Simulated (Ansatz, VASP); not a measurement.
**Two plane-wave programs on Nb**

Contents of INCAR:

```
SYSTEM = Nb
  PREC = Accurate
  ENCUT = 520
  EDIFF = 1E-6
  ISMEAR = 0
  SIGMA = 0.15
  LREAL = .FALSE.
  LASPH = .TRUE.
  NELM = 60
  ALGO = Fast
  ISIF = 2
  LWAVE = .FALSE.
  LCHARG = .FALSE.
  NBANDS = 12
```

The input KPOINTS:

```
Automatic mesh
0
G
  22 22 22
  0 0 0
```

File POSCAR:

```
Nb
1.0
    0.0000000000      2.1746085735      2.0006398876
    2.1746085735      0.0000000000      2.0006398876
    2.1746085735      2.1746085735      0.0000000000
Nb
1
Direct
    0.0000000000      0.0000000000      0.0000000000
```

Input for Ansatz:

```yaml
crystal:
  lattice:
    - [0.0, 2.1746085735, 2.0006398876]
    - [2.1746085735, 0.0, 2.0006398876]
    - [2.1746085735, 2.1746085735, 0.0]
  atoms:
    - { symbol: Nb, position: [0.0, 0.0, 0.0] }
basis:
  ecutwfc: 420
kpoints:
  mp_grid: { grid: [22, 22, 22] }
hamiltonian:
  xc: lda
scf:
  occupations: { method: gaussian, width: 0.15 }
output:
  forces: true
  stress: true
  eigenvalues: true
```

Alike in both runs: task single point; functional LDA; k mesh 22 × 22 × 22; occupations gaussian, width 0.15 eV; no spin polarisation.

```csv
,VASP,Ansatz
version,VASP 6.6.1,Ansatz 0.2.0
potentials or method,"VASP PAW LDA potentials, release 64 (Nb_sv), cutoff 520 eV","scalar-relativistic, plane waves, PAW"
valence electrons in the cell,13,13
```

```tsv
	VASP	Ansatz	Ansatz less VASP
gap on the k mesh at the Fermi level (eV)	none	none	-
pressure (GPa)	-11.8	-11.6	+0.12
traceless stress, the component that is largest in VASP (GPa)	-11.06	-11.06	+0.007
```

LDA's correlation is that of Perdew and Zunger in VASP and of Perdew and Wang (1992) in Ansatz. A gap of «none» marks a metal or a gap that the smearing closes.
